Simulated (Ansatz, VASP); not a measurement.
**One calculation of CaS, two programs**

```
Ca S
1.0
     0.00000    2.85581    2.85581
     2.85581    0.00000    2.85581
     2.85581    2.85581    0.00000
Ca S
1 1
Direct
  0.00000 0.00000 0.00000
  0.50000 0.50000 0.50000
```

Alike in both runs: functional PBE; k mesh 8 × 8 × 8; occupations gaussian, width 0.02 eV; no spin polarisation.

Ansatz relaxed the structure, and its values are those at the end. VASP's run is a single point on that final structure, the one shown.

```csv
,VASP,Ansatz
version,VASP 6.6.1,Ansatz 0.2.0
potentials or method,"VASP PAW PBE potentials, release 64 (Ca_sv, S), cutoff 500 eV","scalar-relativistic, plane waves, PAW"
valence electrons in the cell,16,16
```

Ansatz gave:

- gap on the k mesh at the Fermi level (eV): 2.38
- least direct gap on the mesh (eV): 3.18
- pressure (GPa): 0.0

Problem. What did VASP give for the same quantities?

Solution. gap on the k mesh at the Fermi level (eV): 2.38; least direct gap on the mesh (eV): 3.18; pressure (GPa): 0.1.
